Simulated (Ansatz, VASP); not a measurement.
Two plane-wave programs on InSb

```
In Sb
1.0
     0.00000    3.25993    3.25993
     3.25993    0.00000    3.25993
     3.25993    3.25993    0.00000
In Sb
1 1
Direct
  0.00000 0.00000 0.00000
  0.75000 0.75000 0.75000
```

Alike in both runs: functional PBEsol; k mesh 12 × 12 × 12; occupations fermi-dirac, width 0.15 eV; no spin polarisation.

Ansatz relaxed the structure, and its values are those at the end. VASP's run is a single point on that final structure, the one shown.

```csv
,VASP,Ansatz
version,VASP 6.6.1,Ansatz 0.2.0
potentials or method,"VASP PAW PBE potentials, release 64 (In_d, Sb), cutoff 520 eV","scalar-relativistic, plane waves, PAW"
valence electrons in the cell,18,28
```

|  | VASP | Ansatz | Ansatz less VASP |
| --- | --- | --- | --- |
| gap on the k mesh at the Fermi level (eV) | none | none | - |
| pressure (GPa) | 0.0 | 0.0 | -0.02 |

VASP's potentials were made for PBE, not for PBEsol. A gap of «none» marks a metal or a gap that the smearing closes. The functional is the same, so the differences come from potentials, cutoffs and numerics. VASP's potentials hold 18 valence electrons a cell and Ansatz's 28, so a difference there can come from the potentials and not from the codes.

Neither program's run includes spin-orbit coupling.
